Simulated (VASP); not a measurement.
Write the native input for VASP 6.6.1 that does the following.

| Item | Value |
| --- | --- |
| Task | relaxation of cell and atoms |
| Functional | PBEsol |
| Potentials or basis | VASP PAW PBE potentials, release 64 (Ga_d) |
| Cutoff | 600 eV |
| k mesh | 19 × 19 × 19 |
| Occupations | fermi-dirac, width 0.05 eV |
| Spin | no spin polarisation |
| Target pressure | 230 GPa |
| Dipole correction | no |
| Further INCAR settings | ALGO = Normal; EDIFF = 1e-06; IBRION = 2; EDIFFG = -0.005; NSW = 60; ISIF = 3 |

The structure of Ga lies in POSCAR:

```
Ga
1.0
   -2.0094047880      2.0094047880      1.1051726334
    2.0094047880     -2.0094047880      1.1051726334
    2.0094047880      2.0094047880     -1.1051726334
Ga
2
Direct
   -0.3750000000     -0.1250000000     -0.2500000000
    0.3750000000      0.1250000000      0.2500000000
```

These files were run (other wordings do the same):

INCAR

```
ALGO = Normal
EDIFF = 1E-6
EDIFFG = -0.005
ENCUT = 600
GGA = PS
IBRION = 2
ISIF = 3
ISMEAR = -1
LASPH = T
LCHARG = F
LREAL = F
LWAVE = F
NELM = 100
NSW = 60
PREC = Accurate
PSTRESS = 2300.0
SIGMA = 0.05
```

KPOINTS

```
k-points
0
Gamma
  19 19 19
```

Potentials or basis: VASP PAW PBE potentials, release 64 (Ga_d).

Run with:

```bash
$ cat potpaw_PBE.64/Ga_d/POTCAR > POTCAR
$ mpirun -np 1 vasp_std > vasp.out
```

It gave:

```json
{
 "Relaxed volume": "9.10 Å³/atom",
 "Relaxed cell": "a = 3.100 Å, b = 3.100 Å, c = 3.100 Å, α = 96.93°, β = 96.93°, γ = 139.36°",
 "Space group after relaxing (to 0.1 Å)": "I4_1/amd (No. 141)",
 "Energy change on relaxing (the run minimises the enthalpy)": "-294.8 meV/atom",
 "Ionic steps": "10",
 "Pressure after relaxing": "229.9 GPa",
 "Band gap on the k mesh": "zero (bands 13 and 14 overlap by 11.76 eV)"
}
```

Caveat: the cell is relaxed towards a set pressure, so the run minimises the enthalpy, not the energy; the PAW data sets were made with another functional, which shifts forces and pressure a little.

It took 5.3 min on 1 thread of Intel(R) Xeon(R) 6975P-C (Granite Rapids), with other jobs on the host, peak memory 0.29 GiB.
